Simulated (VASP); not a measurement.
A run of VASP 6.6.1 is set up as follows.

File INCAR:

```
ALGO = Normal ; EDIFF = 1E-6
ENCUT = 520 ; GGA = PS
ISIF = 2 ; ISMEAR = -1
LASPH = True ; LCHARG = True
LELF = True ; LREAL = False
LVHAR = True ; LWAVE = False
NBANDS = 12 ; NELM = 60
PREC = Accurate ; SIGMA = 0.08
```

File KPOINTS:

```
k-points
0
Gamma
  12 12 12
```

The input POSCAR:

```
Y
1.0
    2.4453416654      0.0000000000      0.0000000000
    0.0000000000      2.4453416654      0.0000000000
    0.0000000000      0.0000000000      2.4453416654
Y
1
Direct
    0.0000000000      0.0000000000      0.0000000000
```

Potentials or basis: VASP PAW PBE potentials, release 64 (Y_sv).

Run with:

```bash
$ cat potpaw_PBE.64/Y_sv/POTCAR > POTCAR
$ mpirun -np 1 vasp_std > vasp.out
```

**Question.** Predict the pressure.

**Answer.** 103.8 GPa.

Caveat: the PAW data sets were made with another functional, which shifts forces and pressure a little.
